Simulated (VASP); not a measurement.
Mg3CdTe4: single point with PBE

The system is Mg3CdTe4.

```
Mg Cd Te
1.0
     6.60070    0.00000    0.00000
     0.00000    6.60070    0.00000
     0.00000    0.00000    6.60070
Mg Cd Te
3 1 4
Cartesian
  0.0000 0.0000 3.3003
  0.0000 3.3003 0.0000
  3.3003 0.0000 0.0000
  3.3003 3.3003 3.3003
  4.9711 4.9711 4.9711
  4.9711 1.6295 1.6295
  1.6295 4.9711 1.6295
  1.6295 1.6295 4.9711
```

```
Program             : VASP 6.6.1
Task                : single point
Functional          : PBE
Potentials or basis : VASP PAW PBE potentials, release 64 (Mg, Cd, Te)
Cutoff              : 520 eV
k mesh              : 4 × 4 × 4
Occupations         : gaussian, width 0.02 eV
Spin                : no spin polarisation
```

| Quantity | Value |
| --- | --- |
| Pressure | -0.9 GPa |
| Largest force | 0.004 eV/Å |
| Band gap on the k mesh | 1.66 eV |

Forces on the atoms (eV/Å):
```
Mg   0.000  0.000  0.000
Mg   0.000  0.000  0.000
Mg   0.000  0.000  0.000
Cd   0.000  0.000  0.000
Te   0.002  0.002  0.002
Te   0.002 -0.002 -0.002
Te  -0.002  0.002 -0.002
Te  -0.002 -0.002  0.002
```

Levels at points of the mesh, in eV from the valence-band top:
| k point | band 17 | band 18 | band 19 | band 20 | band 21 | band 22 | band 23 | band 24 | band 25 | band 26 |
| --- | --- | --- | --- | --- | --- | --- | --- | --- | --- | --- |
| (0.00, 0.00, 0.00) | -1.21 | -1.21 | 0.00 | 0.00 | 0.00 | 1.66 | 2.84 | 2.90 | 2.90 | 2.90 |
| (0.50, 0.00, 0.00) | -1.46 | -0.77 | -0.77 | -0.62 | -0.62 | 3.32 | 3.78 | 3.84 | 3.87 | 4.60 |
| (0.50, 0.50, 0.00) | -1.49 | -0.60 | -0.47 | -0.42 | -0.42 | 3.33 | 4.03 | 4.03 | 4.12 | 5.46 |
| (0.50, 0.50, 0.50) | -0.50 | -0.50 | -0.34 | -0.34 | -0.34 | 2.04 | 2.98 | 2.98 | 2.98 | 5.32 |

Run time: 62 s on 1 thread of Intel(R) Xeon(R) 6975P-C (Granite Rapids), on a shared host, peak memory 0.39 GiB.

Caveat: spin-orbit coupling is left out, which moves the levels of the heavy elements. A k mesh can miss the band edges.
